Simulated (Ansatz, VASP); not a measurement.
One calculation of AgI, two programs

```
CELL_PARAMETERS angstrom
4.55909 0.00000 0.00000
-2.27955 3.94829 0.00000
0.00000 0.00000 7.45395
ATOMIC_POSITIONS crystal
Ag 0.66667 0.33333 0.62755
Ag 0.33333 0.66667 0.12755
I 0.66667 0.33333 0.00245
I 0.33333 0.66667 0.50245
```

Alike in both runs: functional PBEsol; k mesh 8 × 8 × 4; occupations fermi-dirac, width 0.1 eV; no spin polarisation.

Ansatz relaxed the structure, and its values are those at the end. VASP's run is a single point on that final structure, the one shown.

|  | VASP | Ansatz |
| --- | --- | --- |
| version | VASP 6.6.1 | Ansatz 0.2.0 |
| potentials or method | VASP PAW PBE potentials, release 64 (Ag, I) | PAW with Ansatz's default frozen-core files, scalar-relativistic |
| plane-wave cutoff (eV) | 500 | 420 |
| valence electrons in the cell | 36 | 72 |

|  | VASP | Ansatz | Ansatz less VASP |
| --- | --- | --- | --- |
| pressure (GPa) | 0.0 | 0.0 | +0.04 |

VASP's potentials were made for PBE, not for PBEsol. With one functional, cell and mesh, what is left measures potentials, basis and numerics. VASP's potentials hold 36 valence electrons a cell and Ansatz's 72, so a difference there can come from the potentials and not from the codes.

Neither program's run includes spin-orbit coupling.
